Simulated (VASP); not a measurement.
# CdS (rocksalt type) (Fm-3m) in VASP: further runs

The runs below take CdS (rocksalt type) through single point, with PBE.

Everything below comes from runs of VASP 6.6.1. Logs are shortened: lines on timing, memory, paths and dates and some standing lists are left out, and cuts for length are marked.

### Step 1. The cell of the first run

Symmetry: Fm-3m, No. 225, cubic system. The conventional cell has a = 4.502 Å, b = 4.502 Å, c = 4.502 Å, α = 90.00°, β = 90.00°, γ = 90.00°. Cd (site symmetry m-3m) has 6 S at 2.25 Å within 3.0 Å. S (site symmetry m-3m) has 6 Cd at 2.25 Å within 3.0 Å.

### Step 2. Single point, PBE (11.41 Å³/atom)

Contents of INCAR:

```
SYSTEM = CdS
  PREC = Accurate
  ENCUT = 520
  EDIFF = 1E-7
  ISMEAR = -1
  SIGMA = 0.1
  LREAL = .FALSE.
  LASPH = .TRUE.
  NELM = 100
  ALGO = Normal
  ISIF = 2
  LWAVE = .FALSE.
  LCHARG = .FALSE.
  GGA = PE
  NBANDS = 16
```

Contents of KPOINTS:

```
Automatic mesh
0
G
  13 13 13
  0 0 0
```

Contents of POSCAR:

```
CdS
1.0
    0.0000000000      2.2510188071      2.2510188071
    2.2510188071      0.0000000000      2.2510188071
    2.2510188071      2.2510188071      0.0000000000
Cd S
1 1
Direct
    0.0000000000      0.0000000000      0.0000000000
    0.5000000000      0.5000000000      0.5000000000
```

Potentials or basis: VASP PAW PBE potentials, release 64 (Cd, S).

Launch:

```
$ cat potpaw_PBE.64/Cd/POTCAR potpaw_PBE.64/S/POTCAR > POTCAR
$ mpirun -np 1 vasp_std > vasp.out
```

OUTCAR:

```text
SYSTEM = CdS
   PREC = Accurate
   ENCUT = 520
   EDIFF = 1E-7
   ISMEAR = -1
   LREAL = .FALSE.
   LASPH = .TRUE.
   NELM = 100
   ISIF = 2
   GGA = PE

 ion  position               nearest neighbor table
   1  0.000  0.000  0.000-   2 2.25   2 2.25   2 2.25   2 2.25   2 2.25   2 2.25
   2  0.500  0.500  0.500-   1 2.25   1 2.25   1 2.25   1 2.25   1 2.25   1 2.25

  LATTYP: Found a face centered cubic cell.
 ALAT       =     4.5020376142

  Lattice vectors:

 A1 = (   0.0000000000,   2.2510188071,   2.2510188071)
 A2 = (   2.2510188071,   0.0000000000,   2.2510188071)
 A3 = (   2.2510188071,   2.2510188071,   0.0000000000)

Analysis of symmetry for initial positions (statically):
=====================================================================
 Subroutine PRICEL returns:
 Original cell was already a primitive cell.

 Routine SETGRP: Setting up the symmetry group for a
 face centered cubic supercell.

 Subroutine GETGRP returns: Found 48 space group operations
 (whereof 48 operations were pure point group operations)
 out of a pool of 48 trial point group operations.

The static configuration has the point symmetry O_h .

Analysis of symmetry for dynamics (positions and initial velocities):
=====================================================================
 Subroutine PRICEL returns:
 Original cell was already a primitive cell.

 Routine SETGRP: Setting up the symmetry group for a
 face centered cubic supercell.

 Subroutine GETGRP returns: Found 48 space group operations
 (whereof 48 operations were pure point group operations)
 out of a pool of 48 trial point group operations.

The dynamic configuration has the point symmetry O_h .

 Subroutine INISYM returns: Found 48 space group operations
 (whereof 48 operations are pure point group operations),
 and found     1 'primitive' translations

----------------------------------------------------------------------------------------

                                     Primitive cell

  volume of cell :      22.8122

  direct lattice vectors                    reciprocal lattice vectors
     0.000000000  2.251018807  2.251018807    -0.222121645  0.222121645  0.222121645
     2.251018807  0.000000000  2.251018807     0.222121645 -0.222121645  0.222121645
     2.251018807  2.251018807  0.000000000     0.222121645  0.222121645 -0.222121645

  length of vectors
     3.183421326  3.183421326  3.183421326     0.384725974  0.384725974  0.384725974

  position of ions in fractional coordinates (direct lattice)
     0.000000000  0.000000000  0.000000000
     0.500000000  0.500000000  0.500000000

  ion indices of the primitive-cell ions
   primitive index   ion index
                 1           1
                 2           2

----------------------------------------------------------------------------------------

 KPOINTS: Automatic mesh

Automatic generation of k-mesh.
 Grid dimensions read from file:
 generate k-points for:   13   13   13

 Generating k-lattice:

  Cartesian coordinates                     Fractional coordinates (reciprocal lattice)
    -0.017086280  0.017086280  0.017086280     0.076923077  0.000000000  0.000000000
     0.017086280 -0.017086280  0.017086280     0.000000000  0.076923077  0.000000000
     0.017086280  0.017086280 -0.017086280     0.000000000  0.000000000  0.076923077

  Length of vectors
     0.029594306  0.029594306  0.029594306

  Shift w.r.t. Gamma in fractional coordinates (k-lattice)
     0.000000000  0.000000000  0.000000000

 Subroutine IBZKPT returns following result:
 ===========================================

 Found     84 irreducible k-points:

 Following reciprocal coordinates:
            Coordinates               Weight
  0.000000  0.000000  0.000000      1.000000
  0.076923  0.000000  0.000000      8.000000
  0.153846  0.000000  0.000000      8.000000
  0.230769  0.000000  0.000000      8.000000
  0.307692  0.000000  0.000000      8.000000
  0.384615  0.000000  0.000000      8.000000
[... 16 lines left out ...]
  0.384615  0.153846  0.000000     24.000000
  0.461538  0.153846  0.000000     24.000000
 [... further k-points ...]
   k-points           NKPTS =     84   k-points in BZ     NKDIM =     84   number of bands    NBANDS=     16
   number of dos      NEDOS =    301   number of ions     NIONS =      2
   total plane-waves  NPLWV =  13824
   dimension x,y,z NGX =    24 NGY =   24 NGZ =   24
   dimension x,y,z NGXF=    48 NGYF=   48 NGZF=   48
   ions per type =               1   1
   NGX,Y,Z   is equivalent  to a cutoff of  12.53, 12.53, 12.53 a.u.
   NGXF,Y,Z  is equivalent  to a cutoff of  25.07, 25.07, 25.07 a.u.
 SYSTEM =  CdS
   PREC   = accura    normal or accurate (medium, high low for compatibility)
   ISTART =      0    job   : 0-new  1-cont  2-samecut
   ICHARG =      2    charge: 1-file 2-atom 10-const
   ISPIN  =      1    spin polarized calculation?
   LNONCOLLINEAR =      F non collinear calculations
   LSORBIT =      F    spin-orbit coupling
   LASPH  =      T    aspherical Exc in radial PAW
   ENCUT  =  520.0 eV  38.22 Ry    6.18 a.u.   5.92  5.92  5.92*2*pi/ulx,y,z
   NELM   =    100;   NELMIN=  2; NELMDL= -5     # of ELM steps
   EDIFF  = 0.1E-06   stopping-criterion for ELM
   LREAL  =      F    real-space projection
   EDIFFG = 0.1E-05   stopping-criterion for IOM
   NSW    =      0    number of steps for IOM
   IBRION =     -1    ionic relax: 0-MD 1-quasi-New 2-CG
   NFREE  =      0    steps in history (QN), initial steepest desc. (CG)
   ISIF   =      2    stress and relaxation
   ISYM   =      2    0-nonsym 1-usesym 2-fastsym
   POTIM  = 0.5000    time-step for ionic-motion
   TEBEG  =    0.0;   TEEND  =   0.0 temperature during run
   PSTRESS=    0.0 pullay stress
   NELECT =      18.0000    total number of electrons
   NUPDOWN=      -1.0000    fix difference up-down
   EMIN   =  10.00;   EMAX   =-10.00  energy-range for DOS
   EFERMI =   0.00;   METHOD = LEGACY
   ISMEAR =    -1;   SIGMA  =   0.10  broadening in eV -4-tet -1-fermi 0-gaus
   EFERMI_NEDOS =   21; number of points for ismear=-14 and -15
   IALGO  =     38    algorithm
   IMIX   =      4    mixing-type and parameters
     AMIX     =   0.40;   BMIX     =  1.00
     AMIX_MAG =   1.60;   BMIX_MAG =  1.00
  volume/ion in A,a.u.               =      11.41        76.97
  Fermi-wavevector in a.u.,A,eV,Ry     =   1.512783  2.858745 31.137088  2.288511
  Thomas-Fermi vector in A             =   2.622661
   LORBIT       =      0    0 simple, 1 ext, 2 COOP (PROOUT), +10 PAW based schemes
   GGA     = PE    functional components
   LHFCALC =     F    Hartree Fock is set to
   AEXX    =    0.0000 exact exchange contribution
   IVDW    =     0    specifies the selected vdW correction
   LEPSILON=     F    determine dielectric tensor
   LRPA    =     F    only Hartree local field effects (RPA)
 non-spin polarized calculation
  energy-cutoff  :      520.00
  volume of cell :       22.81
 maximum number of plane-waves:       626
   NGX = 11   NGY = 11   NGZ = 11

 number of electron      17.9999993 magnetization

 Free energy of the ion-electron system (eV)
  ---------------------------------------------------
  ext. energy  EPLUGINS =         0.00000000
  ---------------------------------------------------
  free energy    TOTEN  =         0.10476245 eV

  energy without entropy =        0.11119859  energy(sigma->0) =        0.10798052

 E-fermi :  11.5165     XC(G=0): -13.5960

 val. band max:       11.5059752621   @ k =  -0.4615   0.4615   0.0000
 cond. band min:      11.5883795860   @ k =   0.3846   0.3846   0.0000
 fundamental gap:      0.0824043239
 Fermi energy:        11.5164895351

 k-point     1 :       0.0000    0.0000    0.0000
  band No.  band energies     occupation
      1      -8.0341      2.00000
      2       0.2369      2.00000
      3       0.2369      2.00000
      4       0.2369      2.00000
      5       0.2650      2.00000
      6       0.2650      2.00000
[... 8 lines left out ...]
     15      25.4161      0.00000
     16      25.4161      0.00000

 k-point     2 :       0.0769    0.0000    0.0000
  band No.  band energies     occupation
      1      -7.9151      2.00000
      2       0.1739      2.00000
      3       0.1739      2.00000
      4       0.1900      2.00000
      5       0.2929      2.00000
      6       0.2929      2.00000
[... 8 lines left out ...]
     15      24.0832      0.00000
     16      24.0832      0.00000

 k-point     3 :       0.1538    0.0000    0.0000
  band No.  band energies     occupation
      1      -7.5643      2.00000
      2      -0.0504      2.00000
      3      -0.0504      2.00000
      4       0.0419      2.00000
      5       0.4359      2.00000
      6       0.4359      2.00000
[... 8 lines left out ...]
     15      22.8332      0.00000
     16      23.3437      0.00000

 k-point     4 :       0.2308    0.0000    0.0000
  band No.  band energies     occupation
      1      -7.0019      2.00000
      2      -0.3402      2.00000
      3      -0.3402      2.00000
      4      -0.2343      2.00000
      5       0.6461      2.00000
      6       0.6461      2.00000
[... 8 lines left out ...]
     15      22.5886      0.00000
     16      24.1147      0.00000
[... 324 lines left out ...]
 k-point    22 :       0.3077    0.1538    0.0000
  band No.  band energies     occupation
      1      -6.5289      2.00000
      2      -0.9014      2.00000
      3      -0.2351      2.00000
      4      -0.0645      2.00000
      5       0.6893      2.00000
      6       0.9046      2.00000
[... 8 lines left out ...]
     15      25.1893      0.00000
     16      26.6919      0.00000

 k-point    23 :       0.3846    0.1538    0.0000
  band No.  band energies     occupation
      1      -5.8926      2.00000
      2      -1.1249      2.00000
      3      -0.4330      2.00000
      4      -0.3455      2.00000
      5       0.9177      2.00000
      6       1.1232      2.00000
[... 8 lines left out ...]
     15      25.2883      0.00000
     16      26.8340      0.00000

 k-point    24 :       0.4615    0.1538    0.0000
  band No.  band energies     occupation
      1      -5.2837      2.00000
      2      -1.3639      2.00000
      3      -0.5890      2.00000
      4      -0.5875      2.00000
      5       1.1459      2.00000
      6       1.2429      2.00000
[... 8 lines left out ...]
     15      26.4487      0.00000
     16      27.1628      0.00000

 [... further k-points ...]

------------------------ aborting loop because EDIFF is reached ----------------------------------------

  FORCE on cell =-STRESS in cart. coord.  units (eV):
  Direction    XX          YY          ZZ          XY          YZ          ZX
  --------------------------------------------------------------------------------------
  -------------------------------------------------------------------------------------
  Total       25.4628456     25.4628456     25.4628456     -0.0000000     -0.0000000     -0.0000000
  in kB     1788.3402571   1788.3402571   1788.3402571     -0.0000000     -0.0000000     -0.0000000
  external PRESSURE =    1788.3402571 kB  Pullay stress =       0.0000000 kB

 VOLUME and BASIS-vectors are now :
 -----------------------------------------------------------------------------
  energy-cutoff  :      520.00
  volume of cell :       22.81
      direct lattice vectors                 reciprocal lattice vectors
     0.000000000  2.251018807  2.251018807    -0.222121645  0.222121645  0.222121645
     2.251018807  0.000000000  2.251018807     0.222121645 -0.222121645  0.222121645
     2.251018807  2.251018807  0.000000000     0.222121645  0.222121645 -0.222121645

 POSITION                                       TOTAL-FORCE (eV/Angst)
 -----------------------------------------------------------------------------------
      0.00000      0.00000      0.00000        -0.000000      0.000000      0.000000
      2.25102      2.25102      2.25102         0.000000     -0.000000      0.000000
 -----------------------------------------------------------------------------------
    total drift:                                0.000000     -0.000000     -0.000000

  FREE ENERGIE OF THE ION-ELECTRON SYSTEM (eV)
  ---------------------------------------------------
  free  energy   TOTEN  =         0.1047624452 eV

  energy  without entropy=        0.1111985896  energy(sigma->0) =        0.10798052
```

It took 30 s on 1 thread of Intel Xeon 8259CL, shared host; peak memory 0.16 GiB.

What came out:

```
Free energy            : 0.1048 eV
Pressure               : 178.8 GPa
Band gap on the k mesh : zero (bands 9 and 10 overlap by 0.33 eV)
```

Caveat: the cell stands under pressure; semilocal functionals underestimate gaps, so a narrow gap can read as zero.

### Step 3. Single point, PBE (13.27 Å³/atom)

This run uses another cell than the first one, of 13.27 Å³/atom.

Contents of INCAR:

```
SYSTEM = CdS
PREC     = Accurate       ! precision mode
ENCUT    = 520            ! plane-wave cutoff, eV
EDIFF    = 1E-7           ! SCF threshold, eV
ISMEAR   = -1             ! smearing method
SIGMA    = 0.1            ! smearing width, eV
LREAL    = .False.        ! projectors in reciprocal space
LASPH    = .True.         ! aspherical terms in the spheres
NELM     = 60             ! most SCF steps
ALGO     = Normal         ! electronic algorithm
ISIF     = 2              ! what is computed and relaxed
LWAVE    = .False.        ! write WAVECAR
LCHARG   = .False.        ! write CHGCAR
GGA      = PE             ! functional
NBANDS   = 16             ! bands
```

Contents of KPOINTS:

```
Automatic mesh
0
Gamma
  13 13 13
  0 0 0
```

Contents of POSCAR:

```
CdS
1.0
    0.0000000000      2.3676539008      2.3676539008
    2.3676539008      0.0000000000      2.3676539008
    2.3676539008      2.3676539008      0.0000000000
Cd S
1 1
Direct
    0.0000000000      0.0000000000      0.0000000000
    0.5000000000      0.5000000000      0.5000000000
```

Potentials or basis: VASP PAW PBE potentials, release 64 (Cd, S).

Launch:

```
$ cat potpaw_PBE.64/Cd/POTCAR potpaw_PBE.64/S/POTCAR > POTCAR
$ mpirun -np 1 vasp_std > vasp.out
```

OUTCAR:

```text
SYSTEM = CdS
   PREC = Accurate
   ENCUT = 520
   EDIFF = 1E-7
   ISMEAR = -1
   LREAL = .False.
   LASPH = .True.
   NELM = 60
   ISIF = 2
   GGA = PE

 ion  position               nearest neighbor table
   1  0.000  0.000  0.000-   2 2.37   2 2.37   2 2.37   2 2.37   2 2.37   2 2.37
   2  0.500  0.500  0.500-   1 2.37   1 2.37   1 2.37   1 2.37   1 2.37   1 2.37

  LATTYP: Found a face centered cubic cell.
 ALAT       =     4.7353078016

  Lattice vectors:

[... 641 lines left out ...]
 [... further k-points ...]

------------------------ aborting loop because EDIFF is reached ----------------------------------------

  FORCE on cell =-STRESS in cart. coord.  units (eV):
  Direction    XX          YY          ZZ          XY          YZ          ZX
  --------------------------------------------------------------------------------------
  -------------------------------------------------------------------------------------
  Total       15.5979006     15.5979006     15.5979006     -0.0000000      0.0000000     -0.0000000
  in kB      941.4387706    941.4387706    941.4387706     -0.0000000      0.0000000     -0.0000000
  external PRESSURE =     941.4387706 kB  Pullay stress =       0.0000000 kB

 VOLUME and BASIS-vectors are now :
 -----------------------------------------------------------------------------
  energy-cutoff  :      520.00
  volume of cell :       26.55
      direct lattice vectors                 reciprocal lattice vectors
     0.000000000  2.367653901  2.367653901    -0.211179514  0.211179514  0.211179514
     2.367653901  0.000000000  2.367653901     0.211179514 -0.211179514  0.211179514
     2.367653901  2.367653901  0.000000000     0.211179514  0.211179514 -0.211179514

 POSITION                                       TOTAL-FORCE (eV/Angst)
 -----------------------------------------------------------------------------------
      0.00000      0.00000      0.00000         0.000000      0.000000      0.000000
      2.36765      2.36765      2.36765         0.000000      0.000000     -0.000000
 -----------------------------------------------------------------------------------
    total drift:                               -0.000000      0.000000      0.000000

  FREE ENERGIE OF THE ION-ELECTRON SYSTEM (eV)
  ---------------------------------------------------
  free  energy   TOTEN  =        -2.9687023098 eV

  energy  without entropy=       -2.9641700177  energy(sigma->0) =       -2.96643616
```

OSZICAR:

```text
N       E                     dE             d eps       ncg     rms          rms(c)
DAV:   1     0.112373347490E+03    0.11237E+03   -0.10035E+04  2896   0.114E+03
DAV:   2    -0.535952346042E+00   -0.11291E+03   -0.10603E+03  3272   0.276E+02
DAV:   3    -0.361536002690E+01   -0.30794E+01   -0.30747E+01  3304   0.474E+01
DAV:   4    -0.362582035208E+01   -0.10460E-01   -0.10460E-01  3248   0.289E+00
DAV:   5    -0.362587621261E+01   -0.55861E-04   -0.55859E-04  3272   0.207E-01    0.224E+01
DAV:   6    -0.302672067518E+01    0.59916E+00   -0.75096E-01  3704   0.153E+01    0.160E+01
DAV:   7    -0.297409323898E+01    0.52627E-01   -0.36775E-01  3280   0.502E+00    0.440E+00
DAV:   8    -0.296953383557E+01    0.45594E-02   -0.47083E-02  3096   0.315E+00    0.855E-01
DAV:   9    -0.296872729930E+01    0.80654E-03   -0.65552E-03  3384   0.106E+00    0.582E-02
DAV:  10    -0.296869434784E+01    0.32951E-04   -0.26117E-04  3296   0.305E-01    0.579E-02
DAV:  11    -0.296870201218E+01   -0.76643E-05   -0.17705E-05  3080   0.414E-02    0.137E-02
DAV:  12    -0.296870238803E+01   -0.37585E-06   -0.12758E-06  3280   0.146E-02    0.850E-03
DAV:  13    -0.296870230981E+01    0.78217E-07   -0.11912E-07  2280   0.570E-03
   1 F= -.29687023E+01 E0= -.29664362E+01  d E =-.453229E-02
```

stdout:

```text
POSCAR found type information on POSCAR CdS
 POSCAR found :  2 types and       2 ions
 scaLAPACK will be used
 LDA part: xc-table for (Slater+PW92), standard interpolation
 POSCAR, INCAR and KPOINTS ok, starting setup
 FFT: planning ... GRIDC
 FFT: planning ... GRID_SOFT
 FFT: planning ... GRID
 WAVECAR not read
 entering main loop
```

Run time: 48 s. Hardware: 1 thread of Intel Xeon 8259CL, shared host; peak memory 0.18 GiB.

Results:

| Item | Value |
| --- | --- |
| Free energy | -2.9687 eV |
| Pressure | 94.1 GPa |
| Band gap on the k mesh | zero (bands 9 and 10 overlap by 0.06 eV) |

Caveat: the cell stands under pressure; semilocal functionals underestimate gaps, so a narrow gap can read as zero.

### Step 4. Single point, PBE (13.27 Å³/atom)

This run uses another cell than the first one, of 13.27 Å³/atom.

Contents of INCAR:

```
  PREC = Accurate
  ENCUT = 520
  EDIFF = 1E-6
  ISMEAR = -1
  SIGMA = 0.1
  LREAL = False
  LASPH = True
  NELM = 80
  ALGO = Normal
  ISIF = 2
  LWAVE = False
  LCHARG = True
  GGA = PE
  LELF = True
  LVHAR = True
  NBANDS = 16
```

Contents of KPOINTS:

```
Automatic mesh
0
Gamma
  13 13 13
```

POSCAR is that of step 3.

Launch:

```
$ cat potpaw_PBE.64/Cd/POTCAR potpaw_PBE.64/S/POTCAR > POTCAR
$ mpirun -np 1 vasp_std > vasp.out
```

It took 47 s on 1 thread of Intel Xeon 8259CL, shared host; peak memory 0.18 GiB.

Results (log left out):

* Free energy: -2.9687 eV
* Pressure: 94.2 GPa
* Band gap on the k mesh: zero (bands 9 and 10 overlap by 0.06 eV)

Levels at points of the mesh, in eV from the Fermi level:
| k point | band 7 | band 8 | band 9 | band 10 | band 11 | band 12 |
| --- | --- | --- | --- | --- | --- | --- |
| (0.00, 0.00, 0.00) | -2.35 | -2.35 | -2.35 | 3.28 | 8.80 | 8.80 |

Caveat: the cell stands under pressure; semilocal functionals underestimate gaps, so a narrow gap can read as zero.
